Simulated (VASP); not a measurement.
# SnO2 (P6_3/mmc) in VASP: notebook

Runs on SnO2. Level: PBE+D3(BJ). Tasks: single point.

All numbers are computed with VASP 6.6.1; they aren't measurements. Logs are shortened: lines on timing, memory, paths and dates and some standing lists are left out, and cuts for length are marked.

### Step 1. The cell of the first run

The structure is hexagonal, space group P6_3/mmc (No. 194). Conventional cell: a = 3.212 Å, b = 3.212 Å, c = 8.791 Å, α = 90.00°, β = 90.00°, γ = 120.00°. Within 2.7 Å of Sn (site symmetry -3m) lie 6 O at 2.05 Å. Within 2.7 Å of O (site symmetry 3m) lie 3 Sn at 2.05 Å and 4 O at 2.53 to 2.67 Å.

### Step 2. Single point, PBE+D3(BJ) (strain -0.1500 x Voigt [0, 0, 1, 0, 0, 0])

Contents of INCAR:

```
SYSTEM = SnO2
PREC     = Accurate       ! precision mode
ENCUT    = 520            ! plane-wave cutoff, eV
EDIFF    = 1E-6           ! SCF threshold, eV
ISMEAR   = 0              ! smearing method
SIGMA    = 0.05           ! smearing width, eV
LREAL    = .False.        ! projectors in reciprocal space
LASPH    = .True.         ! aspherical terms in the spheres
NELM     = 100            ! most SCF steps
ALGO     = Normal         ! electronic algorithm
ISIF     = 2              ! what is computed and relaxed
LWAVE    = .False.        ! write WAVECAR
LCHARG   = .False.        ! write CHGCAR
GGA      = PE             ! functional
IVDW     = 12             ! dispersion correction
NBANDS   = 35             ! bands
```

Contents of KPOINTS:

```
Automatic mesh
0
Gamma
  12 12 4
  0 0 0
```

Contents of POSCAR:

```
SnO2
1.0
    3.2115702651      0.0000000000      0.0000000000
   -1.6057851326      2.7813014356      0.0000000000
    0.0000000000      0.0000000000      8.7913426309
Sn O
2 4
Direct
    0.0000000000      0.0000000000      0.5000000000
    0.0000000000      0.0000000000      0.0000000000
    0.6666666667      0.3333333333      0.4018666787
    0.6666666667      0.3333333333      0.0981333213
    0.3333333333      0.6666666667      0.5981333213
    0.3333333333      0.6666666667      0.9018666787
```

Potentials or basis: VASP PAW PBE potentials, release 64 (Sn_d, O).

On the command line:

```console
$ cat potpaw_PBE.64/Sn_d/POTCAR potpaw_PBE.64/O/POTCAR > POTCAR
$ mpirun -np 1 vasp_std > vasp.out
```

OUTCAR:

```text
SYSTEM = SnO2
   PREC = Accurate
   ENCUT = 520
   EDIFF = 1E-6
   ISMEAR = 0
   LREAL = .False.
   LASPH = .True.
   NELM = 100
   ISIF = 2
   GGA = PE
   IVDW = 12
 IVDW          = 12

 ion  position               nearest neighbor table
   1  0.000  0.000  0.500-   3 2.05   5 2.05   3 2.05   5 2.05   3 2.05   5 2.05
   2  0.000  0.000  0.000-   4 2.05   6 2.05   4 2.05   6 2.05   4 2.05   6 2.05
   3  0.667  0.333  0.402-   1 2.05   1 2.05   1 2.05
   4  0.667  0.333  0.098-   2 2.05   2 2.05   2 2.05
   5  0.333  0.667  0.598-   1 2.05   1 2.05   1 2.05
   6  0.333  0.667  0.902-   2 2.05   2 2.05   2 2.05

  LATTYP: Found a hexagonal cell.
 ALAT       =     3.2115702651
 C/A-ratio  =     2.7373969446

  Lattice vectors:

 A1 = (   3.2115702651,   0.0000000000,   0.0000000000)
 A2 = (  -1.6057851326,   2.7813014356,   0.0000000000)
 A3 = (   0.0000000000,   0.0000000000,   8.7913426309)

Analysis of symmetry for initial positions (statically):
=====================================================================
 Subroutine PRICEL returns:
 Original cell was already a primitive cell.

 Routine SETGRP: Setting up the symmetry group for a
 hexagonal supercell.

 Subroutine GETGRP returns: Found 24 space group operations
 (whereof 12 operations were pure point group operations)
 out of a pool of 24 trial point group operations.

The static configuration has the point symmetry D_3d.
 The point group associated with its full space group is D_6h.

Analysis of symmetry for dynamics (positions and initial velocities):
=====================================================================
 Subroutine PRICEL returns:
 Original cell was already a primitive cell.

 Routine SETGRP: Setting up the symmetry group for a
 hexagonal supercell.

 Subroutine GETGRP returns: Found 24 space group operations
 (whereof 12 operations were pure point group operations)
 out of a pool of 24 trial point group operations.

The dynamic configuration has the point symmetry D_3d.
 The point group associated with its full space group is D_6h.

 Subroutine INISYM returns: Found 24 space group operations
 (whereof 12 operations are pure point group operations),
 and found     1 'primitive' translations

----------------------------------------------------------------------------------------

                                     Primitive cell

  volume of cell :      78.5273

  direct lattice vectors                    reciprocal lattice vectors
     3.211570265  0.000000000  0.000000000     0.311374162  0.179771956  0.000000000
    -1.605785133  2.781301436  0.000000000     0.000000000  0.359543913  0.000000000
     0.000000000  0.000000000  8.791342631     0.000000000  0.000000000  0.113748268

  length of vectors
     3.211570265  3.211570265  8.791342631     0.359543913  0.359543913  0.113748268

  position of ions in fractional coordinates (direct lattice)
     0.000000000  0.000000000  0.500000000
     0.000000000  0.000000000  0.000000000
     0.666666667  0.333333333  0.401866679
     0.666666667  0.333333333  0.098133321
     0.333333333  0.666666667  0.598133321
     0.333333333  0.666666667  0.901866679

  ion indices of the primitive-cell ions
   primitive index   ion index
                 1           1
                 2           2
                 3           3
                 4           4
                 5           5
                 6           6

----------------------------------------------------------------------------------------

 KPOINTS: Automatic mesh

Automatic generation of k-mesh.
 Grid dimensions read from file:
 generate k-points for:   12   12    4

 Generating k-lattice:

  Cartesian coordinates                     Fractional coordinates (reciprocal lattice)
     0.025947847  0.014980996  0.000000000     0.083333333  0.000000000  0.000000000
     0.000000000  0.029961993  0.000000000     0.000000000  0.083333333  0.000000000
     0.000000000  0.000000000  0.028437067     0.000000000  0.000000000  0.250000000

  Length of vectors
     0.029961993  0.029961993  0.028437067

  Shift w.r.t. Gamma in fractional coordinates (k-lattice)
     0.000000000  0.000000000  0.000000000

 Subroutine IBZKPT returns following result:
 ===========================================

 Found     57 irreducible k-points:

 Following reciprocal coordinates:
            Coordinates               Weight
  0.000000  0.000000  0.000000      1.000000
  0.083333  0.000000  0.000000      6.000000
  0.166667  0.000000  0.000000      6.000000
  0.250000 -0.000000  0.000000      6.000000
  0.333333  0.000000  0.000000      6.000000
  0.416667  0.000000  0.000000      6.000000
[... 16 lines left out ...]
  0.250000 -0.000000  0.250000     12.000000
  0.333333  0.000000  0.250000     12.000000
 [... further k-points ...]
   k-points           NKPTS =     57   k-points in BZ     NKDIM =     57   number of bands    NBANDS=     35
   number of dos      NEDOS =    301   number of ions     NIONS =      6
   total plane-waves  NPLWV =  40320
   dimension x,y,z NGX =    24 NGY =   24 NGZ =   70
   dimension x,y,z NGXF=    48 NGYF=   48 NGZF=  140
   ions per type =               2   4
   NGX,Y,Z   is equivalent  to a cutoff of  12.42, 12.42, 13.24 a.u.
   NGXF,Y,Z  is equivalent  to a cutoff of  24.85, 24.85, 26.47 a.u.
 SYSTEM =  SnO2
   PREC   = accura    normal or accurate (medium, high low for compatibility)
   ISTART =      0    job   : 0-new  1-cont  2-samecut
   ICHARG =      2    charge: 1-file 2-atom 10-const
   ISPIN  =      1    spin polarized calculation?
   LNONCOLLINEAR =      F non collinear calculations
   LSORBIT =      F    spin-orbit coupling
   LASPH  =      T    aspherical Exc in radial PAW
   ENCUT  =  520.0 eV  38.22 Ry    6.18 a.u.   5.97  5.97 16.35*2*pi/ulx,y,z
   NELM   =    100;   NELMIN=  2; NELMDL= -5     # of ELM steps
   EDIFF  = 0.1E-05   stopping-criterion for ELM
   LREAL  =      F    real-space projection
   EDIFFG = 0.1E-04   stopping-criterion for IOM
   NSW    =      0    number of steps for IOM
   IBRION =     -1    ionic relax: 0-MD 1-quasi-New 2-CG
   NFREE  =      0    steps in history (QN), initial steepest desc. (CG)
   ISIF   =      2    stress and relaxation
   ISYM   =      2    0-nonsym 1-usesym 2-fastsym
   POTIM  = 0.5000    time-step for ionic-motion
   TEBEG  =    0.0;   TEEND  =   0.0 temperature during run
   PSTRESS=    0.0 pullay stress
   NELECT =      52.0000    total number of electrons
   NUPDOWN=      -1.0000    fix difference up-down
   EMIN   =  10.00;   EMAX   =-10.00  energy-range for DOS
   EFERMI =   0.00;   METHOD = LEGACY
   ISMEAR =     0;   SIGMA  =   0.05  broadening in eV -4-tet -1-fermi 0-gaus
   EFERMI_NEDOS =   21; number of points for ismear=-14 and -15
   IALGO  =     38    algorithm
   IMIX   =      4    mixing-type and parameters
     AMIX     =   0.40;   BMIX     =  1.00
     AMIX_MAG =   1.60;   BMIX_MAG =  1.00
  volume/ion in A,a.u.               =      13.09        88.32
  Fermi-wavevector in a.u.,A,eV,Ry     =   1.426929  2.696505 27.703183  2.036127
  Thomas-Fermi vector in A             =   2.547153
   LORBIT       =      0    0 simple, 1 ext, 2 COOP (PROOUT), +10 PAW based schemes
   GGA     = PE    functional components
   LHFCALC =     F    Hartree Fock is set to
   AEXX    =    0.0000 exact exchange contribution
   IVDW    =    12    specifies the selected vdW correction
   LEPSILON=     F    determine dielectric tensor
   LRPA    =     F    only Hartree local field effects (RPA)
 non-spin polarized calculation
 Gauss-broadening in eV      SIGMA  =   0.05
  energy-cutoff  :      520.00
  volume of cell :       78.53
 maximum number of plane-waves:      2148
 NGX is ok and might be reduce to    24
   NGX = 11   NGY = 11   NGZ = 33

 number of electron      51.9999992 magnetization

 Free energy of the ion-electron system (eV)
  ---------------------------------------------------
  ext. energy  EPLUGINS =         0.00000000
  ---------------------------------------------------
  free energy    TOTEN  =       -35.22357058 eV

  energy without entropy =      -35.22357058  energy(sigma->0) =      -35.22357058

 E-fermi :   5.3380     XC(G=0): -10.4694

 val. band max:        5.1282463366   @ k =   0.2500   0.2500   0.0000
 cond. band min:       6.7374100961   @ k =   0.0000   0.0000   0.0000
 fundamental gap:      1.6091637595
 Fermi energy:         5.3379638913

 k-point     1 :       0.0000    0.0000    0.0000
  band No.  band energies     occupation
      1     -15.7399      2.00000
      2     -15.7172      2.00000
      3     -15.1017      2.00000
      4     -15.1017      2.00000
      5     -15.1006      2.00000
      6     -15.1006      2.00000
[... 27 lines left out ...]
     34      16.3146      0.00000
     35      16.6753      0.00000

 k-point     2 :       0.0833    0.0000    0.0000
  band No.  band energies     occupation
      1     -15.6863      2.00000
      2     -15.6650      2.00000
      3     -15.1888      2.00000
      4     -15.1830      2.00000
      5     -15.0860      2.00000
      6     -15.0849      2.00000
[... 27 lines left out ...]
     34      16.5248      0.00000
     35      17.1686      0.00000

 k-point     3 :       0.1667    0.0000    0.0000
  band No.  band energies     occupation
      1     -15.5899      2.00000
      2     -15.5714      2.00000
      3     -15.3569      2.00000
      4     -15.3431      2.00000
      5     -15.0484      2.00000
      6     -15.0470      2.00000
[... 27 lines left out ...]
     34      17.0974      0.00000
     35      17.3985      0.00000
[... 723 lines left out ...]
 k-point    23 :       0.2500   -0.0000    0.2500
  band No.  band energies     occupation
      1     -15.7499      2.00000
      2     -15.7338      2.00000
      3     -15.2571      2.00000
      4     -15.2487      2.00000
      5     -15.0135      2.00000
      6     -15.0123      2.00000
[... 27 lines left out ...]
     34      17.6542      0.00000
     35      17.7376      0.00000

 k-point    24 :       0.3333    0.0000    0.2500
  band No.  band energies     occupation
      1     -15.9740      2.00000
      2     -15.9552      2.00000
      3     -15.0965      2.00000
      4     -15.0906      2.00000
      5     -14.9989      2.00000
      6     -14.9975      2.00000
[... 27 lines left out ...]
     34      17.7055      0.00000
     35      18.1992      0.00000

 [... further k-points ...]

------------------------ aborting loop because EDIFF is reached ----------------------------------------

 Edisp (eV)   -1.18695

 E8    (eV) :    -0.4708

  FORCE on cell =-STRESS in cart. coord.  units (eV):
  Direction    XX          YY          ZZ          XY          YZ          ZX
  --------------------------------------------------------------------------------------
  -------------------------------------------------------------------------------------
  Total       8.14159     8.14159    10.77946    -0.00000     0.00000    -0.00000
  in kB     166.11129   166.11129   219.93114    -0.00000     0.00000    -0.00000
  external pressure =      184.05 kB  Pullay stress =        0.00 kB

 VOLUME and BASIS-vectors are now :
 -----------------------------------------------------------------------------
  energy-cutoff  :      520.00
  volume of cell :       78.53
      direct lattice vectors                 reciprocal lattice vectors
     3.211570265  0.000000000  0.000000000     0.311374162  0.179771956  0.000000000
    -1.605785133  2.781301436  0.000000000     0.000000000  0.359543913  0.000000000
     0.000000000  0.000000000  8.791342631     0.000000000  0.000000000  0.113748268

 POSITION                                       TOTAL-FORCE (eV/Angst)
 -----------------------------------------------------------------------------------
      0.00000      0.00000      4.39567        -0.000000      0.000000      0.000000
      0.00000      0.00000      0.00000        -0.000000      0.000000      0.000000
      1.60579      0.92710      3.53295         0.000000     -0.000000     -1.917174
      1.60579      0.92710      0.86272         0.000000     -0.000000      1.917174
     -0.00000      1.85420      5.25839        -0.000000      0.000000      1.917174
     -0.00000      1.85420      7.92862        -0.000000      0.000000     -1.917174
 -----------------------------------------------------------------------------------
    total drift:                               -0.000000      0.000000      0.000000

  FREE ENERGIE OF THE ION-ELECTRON SYSTEM (eV)
  ---------------------------------------------------
  free  energy   TOTEN  =       -36.4105168181 eV

  energy  without entropy=      -36.4105168181  energy(sigma->0) =      -36.41051682
```

It took 60 s on 1 thread of AMD EPYC 9R45 (Zen 5), shared host; peak memory 0.24 GiB.

Results:

| Item | Value |
| --- | --- |
| Free energy | -36.4105 eV |
| Pressure | 18.4 GPa |
| Largest force | 1.917 eV/Å |
| Band gap on the k mesh | 1.61 eV (least direct gap 2.32 eV) |
| Dispersion energy per atom | -0.198 eV |

Forces in eV/Å, atoms in the order of the input:
```
Sn   0.000  0.000  0.000
Sn   0.000  0.000  0.000
O    0.000  0.000 -1.917
O    0.000  0.000  1.917
O    0.000  0.000  1.917
O    0.000  0.000 -1.917
```

Caveat: the cell differs from its parent crystal (strain -0.1500 x Voigt [0, 0, 1, 0, 0, 0]); the cell stands under pressure; spin-orbit coupling is left out, which moves the levels of the heavy elements; forces of over 1 eV/Å act on the atoms, so gaps and moduli don't describe the material at rest. A k mesh can miss the band edges.

### Step 3. Single point, PBE+D3(BJ) (strain -0.1125 x Voigt [0, 0, 1, 0, 0, 0])

Contents of INCAR:

```
PREC     = Accurate       # precision mode
ENCUT    = 520            # plane-wave cutoff, eV
EDIFF    = 1E-6           # SCF threshold, eV
ISMEAR   = 0              # smearing method
SIGMA    = 0.05           # smearing width, eV
LREAL    = False          # projectors in reciprocal space
LASPH    = True           # aspherical terms in the spheres
NELM     = 80             # most SCF steps
ALGO     = Normal         # electronic algorithm
ISIF     = 2              # what is computed and relaxed
LWAVE    = False          # write WAVECAR
LCHARG   = True           # write CHGCAR
GGA      = PE             # functional
IVDW     = 12             # dispersion correction
LELF     = True           # ELF
LVHAR    = True         
NBANDS   = 35             # bands
```

Contents of KPOINTS:

```
Automatic mesh
0
Gamma
  12 12 4
```

POSCAR, as its differences from that of step 2:

```diff
@@ -4,3 +4,3 @@
    -1.6057851326      2.7813014356      0.0000000000
-    0.0000000000      0.0000000000      8.7913426309
+    0.0000000000      0.0000000000      9.1791959822
 Sn O
```

Potentials or basis: VASP PAW PBE potentials, release 64 (Sn_d, O).

On the command line:

```console
$ cat potpaw_PBE.64/Sn_d/POTCAR potpaw_PBE.64/O/POTCAR > POTCAR
$ mpirun -np 1 vasp_std > vasp.out
```

Wall time 64 s (1 thread of AMD EPYC 9R45 (Zen 5), shared host); peak memory 0.25 GiB.

Results (log left out):

| Quantity | Value |
| --- | --- |
| Free energy | -36.8150 eV |
| Pressure | 12.7 GPa |
| Largest force | 1.490 eV/Å |
| Band gap on the k mesh | 1.77 eV (least direct gap 2.37 eV) |
| Dispersion energy per atom | -0.188 eV |

Forces on the atoms (eV/Å):
```
Sn   0.000  0.000  0.000
Sn   0.000  0.000  0.000
O    0.000  0.000 -1.490
O    0.000  0.000  1.490
O    0.000  0.000  1.490
O    0.000  0.000 -1.490
```

Stress tensor (GPa, compression positive):
```
11.41  0.00  0.00
 0.00 11.41  0.00
 0.00  0.00 15.17
```

Levels at points of the mesh, in eV from the valence-band top:
| k point | band 24 | band 25 | band 26 | band 27 | band 28 | band 29 |
| --- | --- | --- | --- | --- | --- | --- |
| (0.00, 0.00, 0.00) | -1.42 | -1.42 | -0.60 | 1.77 | 3.15 | 5.19 |
| (0.50, 0.00, 0.00) | -0.92 | -0.76 | -0.13 | 5.38 | 5.73 | 6.55 |
| (0.00, 0.00, 0.50) | -1.47 | -1.28 | -1.28 | 2.49 | 2.49 | 5.69 |
| (0.50, 0.00, 0.50) | -0.84 | -0.49 | -0.49 | 5.54 | 5.54 | 7.21 |

Caveat: the cell differs from its parent crystal (strain -0.1125 x Voigt [0, 0, 1, 0, 0, 0]); the cell stands under pressure; spin-orbit coupling is left out, which moves the levels of the heavy elements; forces of over 1 eV/Å act on the atoms, so gaps and moduli don't describe the material at rest.

### Step 4. Single point, PBE+D3(BJ) (strain -0.0750 x Voigt [0, 0, 1, 0, 0, 0])

Contents of INCAR:

```
SYSTEM = SnO2
  PREC = Accurate
  ENCUT = 520
  EDIFF = 1E-7
  ISMEAR = 0
  SIGMA = 0.05
  LREAL = .FALSE.
  LASPH = .TRUE.
  NELM = 100
  ALGO = Normal
  ISIF = 2
  LWAVE = .FALSE.
  LCHARG = .FALSE.
  GGA = PE
  IVDW = 12
  NBANDS = 35
```

Contents of KPOINTS:

```
regular mesh
0
G
  12 12 4
  0 0 0
```

POSCAR, as its differences from that of step 3:

```diff
@@ -4,3 +4,3 @@
    -1.6057851326      2.7813014356      0.0000000000
-    0.0000000000      0.0000000000      9.1791959822
+    0.0000000000      0.0000000000      9.5670493336
 Sn O
```

On the command line:

```console
$ cat potpaw_PBE.64/Sn_d/POTCAR potpaw_PBE.64/O/POTCAR > POTCAR
$ mpirun -np 1 vasp_std > vasp.out
```

Wall time 68 s (1 thread of AMD EPYC 9R45 (Zen 5), shared host); peak memory 0.26 GiB.

The run converged. Its results:

* Free energy: -37.0840 eV
* Pressure: 7.9 GPa
* Largest force: 1.023 eV/Å
* Band gap on the k mesh: 1.89 eV (least direct gap 2.40 eV)
* Dispersion energy per atom: -0.179 eV

Forces in eV/Å, atoms in the order of the input:
```
Sn   0.000  0.000  0.000
Sn   0.000  0.000  0.000
O    0.000  0.000 -1.023
O    0.000  0.000  1.023
O    0.000  0.000  1.023
O    0.000  0.000 -1.023
```

Stress tensor (GPa, compression positive):
```
7.11 0.00 0.00
0.00 7.11 0.00
0.00 0.00 9.44
```

Levels at points of the mesh, in eV from the valence-band top:
| k point | band 22 | band 23 | band 24 | band 25 | band 26 | band 27 | band 28 | band 29 | band 30 | band 31 |
| --- | --- | --- | --- | --- | --- | --- | --- | --- | --- | --- |
| (0.00, 0.00, 0.00) | -1.31 | -1.31 | -1.24 | -1.24 | -0.51 | 1.89 | 3.08 | 5.29 | 6.02 | 11.01 |
| (0.50, 0.00, 0.00) | -1.11 | -0.94 | -0.82 | -0.70 | -0.11 | 5.33 | 5.61 | 6.75 | 7.93 | 9.59 |
| (0.00, 0.00, 0.50) | -1.27 | -1.27 | -1.27 | -1.10 | -1.10 | 2.51 | 2.51 | 5.67 | 5.67 | 11.13 |
| (0.50, 0.00, 0.50) | -1.55 | -0.76 | -0.76 | -0.43 | -0.43 | 5.46 | 5.46 | 7.28 | 7.28 | 9.82 |

Caveat: the cell differs from its parent crystal (strain -0.0750 x Voigt [0, 0, 1, 0, 0, 0]); the cell stands under pressure; spin-orbit coupling is left out, which moves the levels of the heavy elements; forces of over 1 eV/Å act on the atoms, so gaps and moduli don't describe the material at rest.

[end of part 1 of 2]
